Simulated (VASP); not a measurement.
The system is TiCo2.

```
Ti Co
1.0
     0.00000    3.35200    3.35200
     3.35200    0.00000    3.35200
     3.35200    3.35200    0.00000
Ti Co
2 4
Direct
  0.50000 0.50000 0.50000
  0.75000 0.75000 0.75000
  0.12500 0.12500 0.12500
  0.62500 0.12500 0.12500
  0.12500 0.12500 0.62500
  0.12500 0.62500 0.12500
```

- Program: VASP 6.6.1
- Task: relaxation of cell and atoms
- Functional: PBEsol
- Potentials or basis: VASP PAW PBE potentials, release 64 (Ti_sv, Co_sv)
- Cutoff: 690 eV
- k mesh: 2 × 2 × 2
- Occupations: gaussian, width 0.1 eV
- Spin: collinear spin, ferrimagnetic start
- Starting moments: [-0.31, -0.31, 0.82, 0.82, 0.82, 0.82] μB

At the start: pressure -13.8 GPa; volume 12.55 Å³/atom.

Question: How do energy, volume and symmetry change on relaxing?

Answer: Over 4 steps the energy falls by 37.5 meV/atom and the volume is 11.72 Å³/atom (-6.6 %); space group Fd-3m (No. 227, to 0.1 Å) before and after; moment 0.00 μB per cell.

Step by step:
```tsv
step	energy change (eV)	largest force (eV/Å)	pressure (GPa)	volume (Å³)
1	0.0000	0.0000	-13.78	75.33
2	0.2284	0.0000	25.74	64.16
3	-0.2250	0.0000	-0.31	70.43
4	-0.2251	0.0000	0.00	70.33
```

Final structure:
```yaml
crystal:
  lattice:
    - [0.00000, 3.27623, 3.27623]
    - [3.27623, 0.00000, 3.27623]
    - [3.27623, 3.27623, 0.00000]
  atoms:
    - { symbol: Ti, position: [0.50000, 0.50000, 0.50000] }
    - { symbol: Ti, position: [0.75000, 0.75000, 0.75000] }
    - { symbol: Co, position: [0.12500, 0.12500, 0.12500] }
    - { symbol: Co, position: [0.62500, 0.12500, 0.12500] }
    - { symbol: Co, position: [0.12500, 0.12500, 0.62500] }
    - { symbol: Co, position: [0.12500, 0.62500, 0.12500] }
```

Caveat: the k points lie up to 0.83 Å⁻¹ apart in the final cell, too coarse for converged energies, forces and pressures; the moments typed at the start vanished in this run; the PAW data sets were made with another functional, which shifts forces and pressure a little.
